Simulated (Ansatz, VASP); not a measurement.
Two plane-wave programs on CaO

```xyz
2
Lattice="0.0000 2.3916 2.3916 2.3916 0.0000 2.3916 2.3916 2.3916 0.0000" Properties=species:S:1:pos:R:3 pbc="T T T"
Ca    0.0000    0.0000    0.0000
O     2.3916    2.3916    2.3916
```

Alike in both runs: functional PBE; dispersion D3(BJ); k mesh 8 × 8 × 8; occupations gaussian, width 0.02 eV; no spin polarisation.

Ansatz relaxed the structure, and its values are those at the end. VASP's run is a single point on that final structure, the one shown.

|  | VASP | Ansatz |
| --- | --- | --- |
| version | VASP 6.6.1 | Ansatz 0.2.0 |
| potentials or method | VASP PAW PBE potentials, release 64 (Ca_sv, O), cutoff 600 eV | scalar-relativistic, plane waves, PAW |
| valence electrons in the cell | 16 | 16 |

VASP gave:

```
gap on the k mesh at the Fermi level (eV) : 3.63
least direct gap on the mesh (eV)         : 4.00
pressure (GPa)                            : 0.5
```

Question: What did Ansatz give for the same quantities?

Answer: gap on the k mesh at the Fermi level (eV): 3.65; least direct gap on the mesh (eV): 4.02; pressure (GPa): 0.0.
